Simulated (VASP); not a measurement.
# Ti in VASP: notebook

Runs on Ti. Level: PBEsol. Tasks: single point.

Everything below comes from runs of VASP 6.6.1. Logs are shortened: lines on timing, memory, paths and dates and some standing lists are left out, and cuts for length are marked.

## (1) The cell of the first run

It takes space group Im-3m (No. 229, cubic). Conventional cell: a = 3.210 Å, b = 3.210 Å, c = 3.210 Å, α = 90.00°, β = 90.00°, γ = 90.00°. Ti (site symmetry m-3m) has 14 Ti at 2.78 to 3.21 Å within 3.7 Å.

This isn't the form of Ti at room conditions, which is hcp.

## (2) Single point, PBEsol

The input, INCAR:

```
PREC = Accurate
ENCUT = 520
EDIFF = 1E-7
ISMEAR = 0
SIGMA = 0.15
LREAL = F
LASPH = T
NELM = 60
ALGO = Normal
ISIF = 2
LWAVE = F
LCHARG = F
GGA = PS
NBANDS = 19
```

The input, KPOINTS:

```
regular mesh
0
Gamma
  14 14 14
```

The input, POSCAR:

```
Ti
1.0
    0.0000000000     -3.2099008398      0.0000000000
   -3.2099008398      0.0000000000      0.0000000000
    0.0000000000      0.0000000000     -3.2099008398
Ti
2
Direct
    0.5000000000      0.5000000000      0.5000000000
    0.0000000000      0.0000000000      0.0000000000
```

Potentials or basis: VASP PAW PBE potentials, release 64 (Ti_sv).

On the command line:

```
$ cat potpaw_PBE.64/Ti_sv/POTCAR > POTCAR
$ mpirun -np 1 vasp_std > vasp.out
```

OUTCAR:

```text
PREC = Accurate
   ENCUT = 520
   EDIFF = 1E-7
   ISMEAR = 0
   LREAL = F
   LASPH = T
   NELM = 60
   ISIF = 2
   GGA = PS

 ion  position               nearest neighbor table
   1  0.500  0.500  0.500-   2 2.78   2 2.78   2 2.78   2 2.78   2 2.78   2 2.78   2 2.78   2 2.78

   2  0.000  0.000  0.000-   1 2.78   1 2.78   1 2.78   1 2.78   1 2.78   1 2.78   1 2.78   1 2.78

  LATTYP: Found a simple cubic cell.
 ALAT       =     3.2099008398

  Lattice vectors:

 A1 = (   0.0000000000,  -3.2099008398,   0.0000000000)
 A2 = (  -3.2099008398,   0.0000000000,   0.0000000000)
 A3 = (   0.0000000000,   0.0000000000,  -3.2099008398)

Analysis of symmetry for initial positions (statically):
=====================================================================
 Subroutine PRICEL returns following result:

  LATTYP: Found a body centered cubic cell.
 ALAT       =     3.2099008398

  Lattice vectors:

 A1 = (  -1.6049504199,  -1.6049504199,   1.6049504199)
 A2 = (  -1.6049504199,   1.6049504199,  -1.6049504199)
 A3 = (   1.6049504199,  -1.6049504199,  -1.6049504199)

   2 primitive cells build up your supercell.

 Routine SETGRP: Setting up the symmetry group for a
 simple cubic supercell.

 Subroutine GETGRP returns: Found 48 space group operations
 (whereof 48 operations were pure point group operations)
 out of a pool of 48 trial point group operations.

The static configuration has the point symmetry O_h .

Analysis of symmetry for dynamics (positions and initial velocities):
=====================================================================
 Subroutine PRICEL returns following result:

  LATTYP: Found a body centered cubic cell.
 ALAT       =     3.2099008398

  Lattice vectors:

 A1 = (  -1.6049504199,  -1.6049504199,   1.6049504199)
 A2 = (  -1.6049504199,   1.6049504199,  -1.6049504199)
 A3 = (   1.6049504199,  -1.6049504199,  -1.6049504199)

   2 primitive cells build up your supercell.

 Routine SETGRP: Setting up the symmetry group for a
 simple cubic supercell.

 Subroutine GETGRP returns: Found 48 space group operations
 (whereof 48 operations were pure point group operations)
 out of a pool of 48 trial point group operations.
[... 84 lines left out ...]
   dimension x,y,z NGX =    24 NGY =   24 NGZ =   24
   dimension x,y,z NGXF=    48 NGYF=   48 NGZF=   48
   ions per type =               2
   NGX,Y,Z   is equivalent  to a cutoff of  12.43, 12.43, 12.43 a.u.
   NGXF,Y,Z  is equivalent  to a cutoff of  24.86, 24.86, 24.86 a.u.
 SYSTEM =  unknown system
   PREC   = accura    normal or accurate (medium, high low for compatibility)
   ISTART =      0    job   : 0-new  1-cont  2-samecut
   ICHARG =      2    charge: 1-file 2-atom 10-const
   ISPIN  =      1    spin polarized calculation?
   LNONCOLLINEAR =      F non collinear calculations
   LSORBIT =      F    spin-orbit coupling
   LASPH  =      T    aspherical Exc in radial PAW
   ENCUT  =  520.0 eV  38.22 Ry    6.18 a.u.   5.97  5.97  5.97*2*pi/ulx,y,z
   NELM   =     60;   NELMIN=  2; NELMDL= -5     # of ELM steps
   EDIFF  = 0.1E-06   stopping-criterion for ELM
   LREAL  =      F    real-space projection
   EDIFFG = 0.1E-05   stopping-criterion for IOM
   NSW    =      0    number of steps for IOM
   IBRION =     -1    ionic relax: 0-MD 1-quasi-New 2-CG
   NFREE  =      0    steps in history (QN), initial steepest desc. (CG)
   ISIF   =      2    stress and relaxation
   ISYM   =      2    0-nonsym 1-usesym 2-fastsym
   POTIM  = 0.5000    time-step for ionic-motion
   TEBEG  =    0.0;   TEEND  =   0.0 temperature during run
   PSTRESS=    0.0 pullay stress
   NELECT =      24.0000    total number of electrons
   NUPDOWN=      -1.0000    fix difference up-down
   EMIN   =  10.00;   EMAX   =-10.00  energy-range for DOS
   EFERMI =   0.00;   METHOD = LEGACY
   ISMEAR =     0;   SIGMA  =   0.15  broadening in eV -4-tet -1-fermi 0-gaus
   EFERMI_NEDOS =   21; number of points for ismear=-14 and -15
   IALGO  =     38    algorithm
   IMIX   =      4    mixing-type and parameters
     AMIX     =   0.40;   BMIX     =  1.00
     AMIX_MAG =   1.60;   BMIX_MAG =  1.00
  volume/ion in A,a.u.               =      16.54       111.59
  Fermi-wavevector in a.u.,A,eV,Ry     =   1.471139  2.780049 29.446397  2.164249
  Thomas-Fermi vector in A             =   2.586311
   LORBIT       =      0    0 simple, 1 ext, 2 COOP (PROOUT), +10 PAW based schemes
   GGA     = PS    functional components
   LHFCALC =     F    Hartree Fock is set to
   AEXX    =    0.0000 exact exchange contribution
   IVDW    =     0    specifies the selected vdW correction
   LEPSILON=     F    determine dielectric tensor
   LRPA    =     F    only Hartree local field effects (RPA)
 non-spin polarized calculation
 Gauss-broadening in eV      SIGMA  =   0.15
  energy-cutoff  :      520.00
  volume of cell :       33.07
 maximum number of plane-waves:       912
 NGX is ok and might be reduce to    24
   NGX = 11   NGY = 11   NGZ = 11

 number of electron      23.9999993 magnetization

 Free energy of the ion-electron system (eV)
  ---------------------------------------------------
  ext. energy  EPLUGINS =         0.00000000
  ---------------------------------------------------
  free energy    TOTEN  =       -16.49517826 eV

  energy without entropy =      -16.44645318  energy(sigma->0) =      -16.47081572

 E-fermi :   8.4712     XC(G=0): -11.8679

 val. band max:        8.4694016373   @ k =   0.5000   0.0000   0.0000
 cond. band min:       8.4751715055   @ k =   0.5000   0.4286   0.2857
 fundamental gap:      0.0057698682
 Fermi energy:         8.4711583642

 k-point     1 :       0.0000    0.0000    0.0000
  band No.  band energies     occupation
      1     -47.7278      2.00000
      2     -47.4513      2.00000
      3     -24.1600      2.00000
      4     -24.1600      2.00000
      5     -24.1600      2.00000
      6     -23.6157      2.00000
[... 505 lines left out ...]
      6     -23.8385      2.00000
[... 11 lines left out ...]
     18      11.7663      0.00000
     19      12.6200      0.00000

 [... further k-points ...]
[... 5 lines left out ...]
  --------------------------------------------------------------------------------------
  -------------------------------------------------------------------------------------
  Total       -0.0423103     -0.0423103     -0.0423103      0.0000000      0.0000000     -0.0000000
  in kB       -2.0496615     -2.0496615     -2.0496615      0.0000000      0.0000000     -0.0000000
  external PRESSURE =      -2.0496615 kB  Pullay stress =       0.0000000 kB

 VOLUME and BASIS-vectors are now :
 -----------------------------------------------------------------------------
  energy-cutoff  :      520.00
  volume of cell :       33.07
      direct lattice vectors                 reciprocal lattice vectors
     0.000000000 -3.209900840  0.000000000     0.000000000 -0.311536103  0.000000000
    -3.209900840  0.000000000  0.000000000    -0.311536103  0.000000000  0.000000000
     0.000000000  0.000000000 -3.209900840     0.000000000  0.000000000 -0.311536103

 POSITION                                       TOTAL-FORCE (eV/Angst)
 -----------------------------------------------------------------------------------
     -1.60495     -1.60495     -1.60495         0.000000      0.000000     -0.000000
      0.00000      0.00000      0.00000        -0.000000     -0.000000      0.000000
 -----------------------------------------------------------------------------------
    total drift:                               -0.000000     -0.000000      0.000000

  FREE ENERGIE OF THE ION-ELECTRON SYSTEM (eV)
  ---------------------------------------------------
  free  energy   TOTEN  =       -16.4951782572 eV

  energy  without entropy=      -16.4464531764  energy(sigma->0) =      -16.47081572
```

OSZICAR:

```text
N       E                     dE             d eps       ncg     rms          rms(c)
DAV:   1     0.251776793464E+03    0.25178E+03   -0.12670E+04  4560   0.158E+03
DAV:   2     0.535520052605E+01   -0.24642E+03   -0.24264E+03  4667   0.433E+02
DAV:   3    -0.177499585197E+02   -0.23105E+02   -0.22706E+02  8300   0.117E+02
DAV:   4    -0.186183498120E+02   -0.86839E+00   -0.86555E+00  5536   0.208E+01
DAV:   5    -0.186531013708E+02   -0.34752E-01   -0.34749E-01  6715   0.331E+00    0.128E+01
DAV:   6    -0.164724707527E+02    0.21806E+01   -0.80577E+00  5321   0.285E+01    0.305E+00
DAV:   7    -0.164724933652E+02   -0.22612E-04   -0.57715E-01  6863   0.541E+00    0.203E+00
DAV:   8    -0.165054696413E+02   -0.32976E-01   -0.25205E-01  5123   0.574E+00    0.969E-01
DAV:   9    -0.164946784250E+02    0.10791E-01   -0.55388E-02  5256   0.269E+00    0.870E-02
DAV:  10    -0.164951895877E+02   -0.51116E-03   -0.30270E-03  6384   0.352E-01    0.670E-02
DAV:  11    -0.164951864297E+02    0.31581E-05   -0.12147E-04  5849   0.891E-02    0.324E-02
DAV:  12    -0.164951791992E+02    0.72305E-05   -0.32132E-05  5197   0.519E-02    0.833E-03
DAV:  13    -0.164951785304E+02    0.66873E-06   -0.18317E-06  5804   0.970E-03    0.649E-03
DAV:  14    -0.164951779746E+02    0.55585E-06   -0.21617E-06  4635   0.141E-02    0.529E-03
DAV:  15    -0.164951782585E+02   -0.28396E-06   -0.44006E-07  4354   0.606E-03    0.370E-04
DAV:  16    -0.164951782572E+02    0.13297E-08   -0.30427E-09  2337   0.545E-04
   1 F= -.16495178E+02 E0= -.16470816E+02  d E =-.487251E-01
```

Wall time 68 s (1 thread of AMD EPYC 7R43 (Zen 3), shared host); peak memory 0.14 GiB.

What came out:

```
Free energy            : -16.4952 eV
Pressure               : -0.2 GPa
Band gap on the k mesh : zero (bands 12 and 13 overlap by 1.66 eV)
```

Caveat: the PAW data sets were made with another functional, which shifts forces and pressure a little.

[end of part 1 of 2]
